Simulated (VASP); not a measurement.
A run of VASP 6.6.1 is set up as follows.

The input POSCAR:

```
MgB2
1.0
    3.1063823028      0.0000000000      0.0000000000
   -1.5531911514      2.6902059881      0.0000000000
    0.0000000000      0.0000000000      3.5625881992
Mg B
1 2
Direct
    0.0000000000      0.0000000000      0.0000000000
    0.3333333333      0.6666666667      0.5000000000
    0.6666666667      0.3333333333      0.5000000000
```

Contents of INCAR.step1:

```
SYSTEM = MgB2
PREC     = Accurate       ! precision mode
ENCUT    = 600            ! plane-wave cutoff, eV
ISMEAR   = 0              ! smearing method
SIGMA    = 0.05           ! smearing width, eV
LREAL    = .False.        ! projectors in reciprocal space
LASPH    = .True.         ! aspherical terms in the spheres
NELM     = 60             ! most SCF steps
GGA      = PE             ! functional
ALGO     = Normal         ! electronic algorithm
EDIFF    = 1E-4           ! SCF threshold, eV
LWAVE    = .True.         ! write WAVECAR
LCHARG   = .False.        ! write CHGCAR
```

The input INCAR.step2:

```
SYSTEM = MgB2
PREC     = Accurate       ! precision mode
ENCUT    = 600            ! plane-wave cutoff, eV
EDIFF    = 1E-7           ! SCF threshold, eV
ISMEAR   = 0              ! smearing method
SIGMA    = 0.05           ! smearing width, eV
LREAL    = .False.        ! projectors in reciprocal space
LASPH    = .True.         ! aspherical terms in the spheres
NELM     = 60             ! most SCF steps
ALGO     = Normal         ! electronic algorithm
ISIF     = 4              ! what is computed and relaxed
LWAVE    = .False.        ! write WAVECAR
LCHARG   = .False.        ! write CHGCAR
METAGGA  = R2SCAN         ! meta-GGA
LMIXTAU  = .True.       
IBRION   = 2              ! ionic algorithm
NSW      = 60             ! ionic steps
EDIFFG   = -0.01          ! ionic threshold
ISTART   = 1
```

File KPOINTS:

```
Automatic mesh
0
Gamma
  14 14 12
  0 0 0
```

Potentials or basis: VASP PAW PBE potentials, release 64 (Mg, B).

Launch:

```sh
$ cat potpaw_PBE.64/Mg/POTCAR potpaw_PBE.64/B/POTCAR > POTCAR
$ cp INCAR.step1 INCAR
$ mpirun -np 1 vasp_std > vasp.out
$ cp INCAR.step2 INCAR
$ mpirun -np 1 vasp_std > vasp.out
```

(1) What does it give for the band gap on the k mesh?

## Answers

(1) zero (band 4 reaches 6.51 eV, above the bottom of band 5 at 3.47 eV).
